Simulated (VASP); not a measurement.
A run of VASP 6.6.1 is set up as follows.

INCAR

```
ALGO     = Normal         # electronic algorithm
EDIFF    = 1E-6           # SCF threshold, eV
ENCUT    = 520            # plane-wave cutoff, eV
GGA      = PE             # functional
ISIF     = 2              # what is computed and relaxed
ISMEAR   = 0              # smearing method
LASPH    = T              # aspherical terms in the spheres
LCHARG   = T              # write CHGCAR
LELF     = T              # ELF
LREAL    = F              # projectors in reciprocal space
LVHAR    = T            
LWAVE    = F              # write WAVECAR
NBANDS   = 11             # bands
NELM     = 80             # most SCF steps
PREC     = Accurate       # precision mode
SIGMA    = 0.02           # smearing width, eV
```

File KPOINTS:

```
k-points
0
Gamma
  10 10 10
```

POSCAR

```
BP
1.0
    0.0000000000      2.1792833385      2.1792833385
    2.1792833385      0.0000000000      2.1792833385
    2.1792833385      2.1792833385      0.0000000000
B P
1 1
Direct
    0.0000000000      0.0000000000      0.0000000000
    0.2500000000      0.2500000000      0.2500000000
```

Potentials or basis: VASP PAW PBE potentials, release 64 (B, P).

Launch:

```bash
$ cat potpaw_PBE.64/B/POTCAR potpaw_PBE.64/P/POTCAR > POTCAR
$ mpirun -np 1 vasp_std > vasp.out
```

Question: Predict the pressure.

Answer: 26.0 GPa.

Question: Estimate the band gap on the k mesh.

Answer: 1.07 eV, indirect (least direct gap 3.61 eV).

 A k mesh can miss the band edges.
